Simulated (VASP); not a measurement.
CdTe (CdTe (110), 2 layers): single point with PBE

CdTe (CdTe (110), 2 layers), a slab with vacuum:

```
CELL_PARAMETERS angstrom
4.67805 0.00000 0.00000
0.00000 6.61577 0.00000
0.00000 0.00000 18.33900
ATOMIC_POSITIONS crystal
Cd 0.00000 0.87500 0.43623
Cd 0.50000 0.37500 0.56377
Te 0.50000 0.62500 0.43623
Te 0.00000 0.12500 0.56377
```

```yaml
Program: VASP 6.6.1
Task: single point
Functional: PBE
Potentials_or_basis: VASP PAW PBE potentials, release 64 (Cd, Te)
Cutoff: 520 eV
k_mesh: 6 × 4 × 1
Occupations: fermi-dirac, width 0.02 eV
Spin: no spin polarisation
Dipole_correction: yes
Further_INCAR_settings: ALGO = Normal; EDIFF = 1e-07; NBANDS = 26
```

```yaml
Largest_force: 0.804 eV/Å
Band_gap_on_the_k_mesh: 1.21 eV, direct
```

Forces on the atoms (eV/Å):
```
Cd   0.000 -0.418  0.686
Cd   0.000 -0.418 -0.686
Te   0.000  0.418 -0.306
Te   0.000  0.418  0.306
```

Levels at points of the mesh, in eV from the valence-band top:
```
           k point  band 15  band 16  band 17  band 18  band 19  band 20  band 21  band 22
(0.00, 0.00, 0.00)    -0.88    -0.88    -0.74     0.00     1.21     2.51     3.55     4.23
(0.50, 0.00, 0.00)    -1.36    -1.36    -0.48    -0.48     2.05     2.05     3.76     3.76
(0.00, 0.50, 0.00)    -0.46    -0.46    -0.30    -0.30     1.74     1.74     3.63     3.63
(0.50, 0.50, 0.00)    -1.10    -1.10    -0.77    -0.77     1.98     1.98     4.60     4.60
```

Run time: 3.5 min on 1 thread of Intel(R) Xeon(R) Platinum 8488C (Sapphire Rapids) (shared host), peak memory 0.61 GiB.

Caveat: spin-orbit coupling is left out, which moves the levels of the heavy elements.
